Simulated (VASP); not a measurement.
# Li (Im-3m) in VASP: notebook

Runs on Li. Level: revPBE+D3(BJ). Tasks: single point.

Everything below comes from runs of VASP 6.6.1. Logs are shortened: lines on timing, memory, paths and dates and some standing lists are left out, and cuts for length are marked.

## (1) The cell of the first run

The structure is cubic, space group Im-3m (No. 229). The conventional cell has a = 3.555 Å, b = 3.555 Å, c = 3.555 Å, α = 90.00°, β = 90.00°, γ = 90.00°. Li (site symmetry m-3m) has 14 Li at 3.08 to 3.56 Å within 4.1 Å.

## (2) Single point, revPBE+D3(BJ)

INCAR reads:

```
SYSTEM = Li
ALGO     = Normal         ! electronic algorithm
EDIFF    = 1E-7           ! SCF threshold, eV
ENCUT    = 520            ! plane-wave cutoff, eV
GGA      = RE             ! functional
ISIF     = 2              ! what is computed and relaxed
ISMEAR   = -1             ! smearing method
IVDW     = 12             ! dispersion correction
LASPH    = .TRUE.         ! aspherical terms in the spheres
LCHARG   = .FALSE.        ! write CHGCAR
LREAL    = .FALSE.        ! projectors in reciprocal space
LWAVE    = .FALSE.        ! write WAVECAR
NBANDS   = 8              ! bands
NELM     = 100            ! most SCF steps
PREC     = Accurate       ! precision mode
SIGMA    = 0.05           ! smearing width, eV
```

KPOINTS reads:

```
k-points
0
G
  11 11 11
  0 0 0
```

POSCAR reads:

```
Li
1.0
   -1.7777401479      1.7777401479      1.7777401479
    1.7777401479     -1.7777401479      1.7777401479
    1.7777401479      1.7777401479     -1.7777401479
Li
1
Direct
    0.0000000000      0.0000000000      0.0000000000
```

Potentials or basis: VASP PAW PBE potentials, release 64 (Li_sv).

Run with:

```
$ cat potpaw_PBE.64/Li_sv/POTCAR > POTCAR
$ mpirun -np 1 vasp_std > vasp.out
```

OUTCAR:

```text
SYSTEM = Li
   EDIFF = 1E-7
   ENCUT = 520
   GGA = RE
   ISIF = 2
   ISMEAR = -1
   IVDW = 12
   LASPH = .TRUE.
   LREAL = .FALSE.
   NELM = 100
   PREC = Accurate
 IVDW          = 12

 ion  position               nearest neighbor table
   1  0.000  0.000  0.000-

  LATTYP: Found a body centered cubic cell.
 ALAT       =     3.5554802958

  Lattice vectors:

 A1 = (  -1.7777401479,   1.7777401479,   1.7777401479)
 A2 = (   1.7777401479,  -1.7777401479,   1.7777401479)
 A3 = (   1.7777401479,   1.7777401479,  -1.7777401479)

Analysis of symmetry for initial positions (statically):
=====================================================================
 Subroutine PRICEL returns:
 Original cell was already a primitive cell.

 Routine SETGRP: Setting up the symmetry group for a
 body centered cubic supercell.

 Subroutine GETGRP returns: Found 48 space group operations
 (whereof 48 operations were pure point group operations)
 out of a pool of 48 trial point group operations.

The static configuration has the point symmetry O_h .

Analysis of symmetry for dynamics (positions and initial velocities):
=====================================================================
 Subroutine PRICEL returns:
 Original cell was already a primitive cell.

 Routine SETGRP: Setting up the symmetry group for a
 body centered cubic supercell.

 Subroutine GETGRP returns: Found 48 space group operations
 (whereof 48 operations were pure point group operations)
 out of a pool of 48 trial point group operations.

The dynamic configuration has the point symmetry O_h .

 Subroutine INISYM returns: Found 48 space group operations
 (whereof 48 operations are pure point group operations),
 and found     1 'primitive' translations

----------------------------------------------------------------------------------------

                                     Primitive cell

  volume of cell :      22.4732

  direct lattice vectors                    reciprocal lattice vectors
    -1.777740148  1.777740148  1.777740148     0.000000000  0.281255953  0.281255953
     1.777740148 -1.777740148  1.777740148     0.281255953  0.000000000  0.281255953
     1.777740148  1.777740148 -1.777740148     0.281255953  0.281255953  0.000000000

  length of vectors
     3.079136259  3.079136259  3.079136259     0.397755984  0.397755984  0.397755984
[... 78 lines left out ...]
   NELM   =    100;   NELMIN=  2; NELMDL= -5     # of ELM steps
   EDIFF  = 0.1E-06   stopping-criterion for ELM
   LREAL  =      F    real-space projection
   EDIFFG = 0.1E-05   stopping-criterion for IOM
   NSW    =      0    number of steps for IOM
   IBRION =     -1    ionic relax: 0-MD 1-quasi-New 2-CG
   NFREE  =      0    steps in history (QN), initial steepest desc. (CG)
   ISIF   =      2    stress and relaxation
   ISYM   =      2    0-nonsym 1-usesym 2-fastsym
   POTIM  = 0.5000    time-step for ionic-motion
   TEBEG  =    0.0;   TEEND  =   0.0 temperature during run
   PSTRESS=    0.0 pullay stress
   NELECT =       3.0000    total number of electrons
   NUPDOWN=      -1.0000    fix difference up-down
   EMIN   =  10.00;   EMAX   =-10.00  energy-range for DOS
   EFERMI =   0.00;   METHOD = LEGACY
   ISMEAR =    -1;   SIGMA  =   0.05  broadening in eV -4-tet -1-fermi 0-gaus
   EFERMI_NEDOS =   21; number of points for ismear=-14 and -15
   IALGO  =     38    algorithm
   IMIX   =      4    mixing-type and parameters
     AMIX     =   0.40;   BMIX     =  1.00
     AMIX_MAG =   1.60;   BMIX_MAG =  1.00
  volume/ion in A,a.u.               =      22.47       151.66
  Fermi-wavevector in a.u.,A,eV,Ry     =   0.836682  1.581099  9.524573  0.700036
  Thomas-Fermi vector in A             =   1.950447
   LORBIT       =      0    0 simple, 1 ext, 2 COOP (PROOUT), +10 PAW based schemes
   GGA     = RE    functional components
   LHFCALC =     F    Hartree Fock is set to
   AEXX    =    0.0000 exact exchange contribution
   IVDW    =    12    specifies the selected vdW correction
   LEPSILON=     F    determine dielectric tensor
   LRPA    =     F    only Hartree local field effects (RPA)
 non-spin polarized calculation
  energy-cutoff  :      520.00
  volume of cell :       22.47
 maximum number of plane-waves:       621
   NGX = 11   NGY = 11   NGZ = 11

 number of electron       3.0000000 magnetization

 Free energy of the ion-electron system (eV)
  ---------------------------------------------------
  ext. energy  EPLUGINS =         0.00000000
  ---------------------------------------------------
  free energy    TOTEN  =        -1.81095263 eV

  energy without entropy =       -1.80728447  energy(sigma->0) =       -1.80911855

 E-fermi :   0.4404     XC(G=0):  -6.7217

 val. band max:        0.3979626038   @ k =  -0.3636   0.4545   0.0909
 cond. band min:       0.4518543797   @ k =   0.4545   0.0000   0.0000
 fundamental gap:      0.0538917759
 Fermi energy:         0.4403952864

 k-point     1 :       0.0000    0.0000    0.0000
  band No.  band energies     occupation
      1     -46.4432      2.00000
      2      -3.0217      2.00000
      3      14.1961      0.00000
      4      14.1961      0.00000
      5      14.1962      0.00000
      6      18.5421      0.00000
      7      18.5421      0.00000
      8      18.5421      0.00000
[... 243 lines left out ...]
 k-point    24 :       0.3636    0.1818    0.0909
  band No.  band energies     occupation
      1     -46.4303      2.00000
      2       1.6158      0.00000
      3       3.4607      0.00000
      4       6.7344      0.00000
      5       9.0550      0.00000
      6      18.6654      0.00000
      7      19.5849      0.00000
      8      22.7308      0.00000

 [... further k-points ...]

------------------------ aborting loop because EDIFF is reached ----------------------------------------

 Edisp (eV)   -0.29840

 E8    (eV) :    -0.2056

  FORCE on cell =-STRESS in cart. coord.  units (eV):
  Direction    XX          YY          ZZ          XY          YZ          ZX
  --------------------------------------------------------------------------------------
  -------------------------------------------------------------------------------------
  Total      -0.39250    -0.39250    -0.39250    -0.00000    -0.00000     0.00000
  in kB     -27.98265   -27.98265   -27.98265    -0.00000    -0.00000     0.00000
  external pressure =      -27.98 kB  Pullay stress =        0.00 kB

 VOLUME and BASIS-vectors are now :
 -----------------------------------------------------------------------------
  energy-cutoff  :      520.00
  volume of cell :       22.47
      direct lattice vectors                 reciprocal lattice vectors
    -1.777740148  1.777740148  1.777740148     0.000000000  0.281255953  0.281255953
     1.777740148 -1.777740148  1.777740148     0.281255953  0.000000000  0.281255953
     1.777740148  1.777740148 -1.777740148     0.281255953  0.281255953  0.000000000

 POSITION                                       TOTAL-FORCE (eV/Angst)
 -----------------------------------------------------------------------------------
      0.00000      0.00000      0.00000         0.000000     -0.000000      0.000000
 -----------------------------------------------------------------------------------
    total drift:                               -0.000000      0.000000     -0.000000

  FREE ENERGIE OF THE ION-ELECTRON SYSTEM (eV)
  ---------------------------------------------------
  free  energy   TOTEN  =        -2.1093484612 eV

  energy  without entropy=       -2.1056803012  energy(sigma->0) =       -2.10751438
```

OSZICAR:

```text
N       E                     dE             d eps       ncg     rms          rms(c)
DAV:   1     0.125425480459E+00    0.12543E+00   -0.69719E+02   904   0.253E+02
DAV:   2    -0.176128368977E+01   -0.18867E+01   -0.18501E+01  1320   0.357E+01
DAV:   3    -0.181190703723E+01   -0.50623E-01   -0.50539E-01   976   0.345E+00
DAV:   4    -0.181238566091E+01   -0.47862E-03   -0.47860E-03  1376   0.386E-01
DAV:   5    -0.181238679420E+01   -0.11333E-05   -0.11333E-05  1024   0.158E-02    0.239E-01
DAV:   6    -0.181140549703E+01    0.98130E-03   -0.16390E-04  1392   0.754E-02    0.142E-01
DAV:   7    -0.181095514605E+01    0.45035E-03   -0.40997E-04  1336   0.110E-01    0.232E-02
DAV:   8    -0.181095618980E+01   -0.10437E-05   -0.22466E-06  1016   0.114E-02    0.216E-03
DAV:   9    -0.181095370984E+01    0.24800E-05   -0.11073E-07  1408   0.239E-03    0.288E-04
DAV:  10    -0.181095281390E+01    0.89594E-06   -0.35293E-09   568   0.547E-04    0.140E-04
DAV:  11    -0.181095265280E+01    0.16110E-06   -0.71282E-10   488   0.226E-04    0.236E-05
DAV:  12    -0.181095262782E+01    0.24988E-07   -0.10461E-10   480   0.962E-05
   1 F= -.21093485E+01 E0= -.21075144E+01  d E =-.366816E-02
```

stdout:

```text
POSCAR found type information on POSCAR Li
 POSCAR found :  1 types and       1 ions
 scaLAPACK will be used
 -----------------------------------------------------------------------------
|                                                                             |
|                                                                             |
|     You enforced a specific xc type in the INCAR file but a different       |
|     I HOPE YOU KNOW WHAT YOU ARE DOING!                                     |
|                                                                             |
 -----------------------------------------------------------------------------

 LDA part: xc-table for (Slater+PW92), standard interpolation
 POSCAR, INCAR and KPOINTS ok, starting setup
 FFT: planning ... GRIDC
 FFT: planning ... GRID_SOFT
 FFT: planning ... GRID
 WAVECAR not read
 entering main loop
```

Run time: 2.7 s. Hardware: 1 thread of Intel Xeon 6975P-C (Granite Rapids), shared host; peak memory 0.13 GiB.

Results:

* Free energy: -2.1093 eV
* Dispersion energy per atom: -0.298 eV

Levels at points of the mesh, in eV from the Fermi level:
```tsv
k point	band 1	band 2	band 3	band 4	band 5
(0.00, 0.00, 0.00)	-46.88	-3.46	13.76	13.76	13.76
```

Caveat: the cutoff is under 1.25 times the usual one of these potentials, so pressure, stress and relaxed cells hold a basis-set (Pulay) error; the PAW data sets were made with another functional, which shifts forces and pressure a little; pairwise dispersion overbinds metals, which lowers pressure and volume.

## (3) Single point, revPBE+D3(BJ)

This run uses another cell than the first one, of 22.91 Å³/atom, 1.019 times its volume.

INCAR reads:

```
PREC = Accurate ; ENCUT = 520
EDIFF = 1E-7 ; ISMEAR = -1
SIGMA = 0.05 ; LREAL = False
LASPH = True ; NELM = 100
ALGO = Normal ; ISIF = 2
LWAVE = False ; LCHARG = False
GGA = RE ; IVDW = 12
NBANDS = 8
```

KPOINTS reads:

```
regular mesh
0
Gamma
  11 11 11
```

POSCAR reads:

```
Li
1.0
   -1.7890636389      1.7890636389      1.7890636389
    1.7890636389     -1.7890636389      1.7890636389
    1.7890636389      1.7890636389     -1.7890636389
Li
1
Direct
    0.0000000000      0.0000000000      0.0000000000
```

Potentials or basis: VASP PAW PBE potentials, release 64 (Li_sv).

Run with:

```
$ cat potpaw_PBE.64/Li_sv/POTCAR > POTCAR
$ mpirun -np 1 vasp_std > vasp.out
```

OUTCAR:

```text
PREC = Accurate
   ENCUT = 520
   EDIFF = 1E-7
   ISMEAR = -1
   LREAL = False
   LASPH = True
   NELM = 100
   ISIF = 2
   GGA = RE
   IVDW = 12
 IVDW          = 12

 ion  position               nearest neighbor table
   1  0.000  0.000  0.000-

  LATTYP: Found a body centered cubic cell.
 ALAT       =     3.5781272778

  Lattice vectors:

[... 439 lines left out ...]
      3       3.3682      0.00000
      4       6.6032      0.00000
      5       8.8693      0.00000
      6      18.3783      0.00000
      7      19.2874      0.00000
      8      22.4009      0.00000

 [... further k-points ...]

------------------------ aborting loop because EDIFF is reached ----------------------------------------

 Edisp (eV)   -0.29306

 E8    (eV) :    -0.2021

  FORCE on cell =-STRESS in cart. coord.  units (eV):
  Direction    XX          YY          ZZ          XY          YZ          ZX
  --------------------------------------------------------------------------------------
  -------------------------------------------------------------------------------------
  Total      -0.41634    -0.41634    -0.41634     0.00000     0.00000    -0.00000
  in kB     -29.12211   -29.12211   -29.12211     0.00000     0.00000    -0.00000
  external pressure =      -29.12 kB  Pullay stress =        0.00 kB

 VOLUME and BASIS-vectors are now :
 -----------------------------------------------------------------------------
  energy-cutoff  :      520.00
  volume of cell :       22.91
      direct lattice vectors                 reciprocal lattice vectors
    -1.789063639  1.789063639  1.789063639     0.000000000  0.279475805  0.279475805
     1.789063639 -1.789063639  1.789063639     0.279475805  0.000000000  0.279475805
     1.789063639  1.789063639 -1.789063639     0.279475805  0.279475805  0.000000000

 POSITION                                       TOTAL-FORCE (eV/Angst)
 -----------------------------------------------------------------------------------
      0.00000      0.00000      0.00000         0.000000      0.000000     -0.000000
 -----------------------------------------------------------------------------------
    total drift:                               -0.000000      0.000000     -0.000000

  FREE ENERGIE OF THE ION-ELECTRON SYSTEM (eV)
  ---------------------------------------------------
  free  energy   TOTEN  =        -2.1019140211 eV

  energy  without entropy=       -2.0982515883  energy(sigma->0) =       -2.10008280
```

It took 2.8 s on 1 thread of Intel Xeon 6975P-C (Granite Rapids), shared host; peak memory 0.14 GiB.

What came out:

```yaml
Free_energy: -2.1019 eV
Dispersion_energy_per_atom: -0.293 eV
```

Caveat: the cutoff is under 1.25 times the usual one of these potentials, so pressure, stress and relaxed cells hold a basis-set (Pulay) error; the PAW data sets were made with another functional, which shifts forces and pressure a little; pairwise dispersion overbinds metals, which lowers pressure and volume.
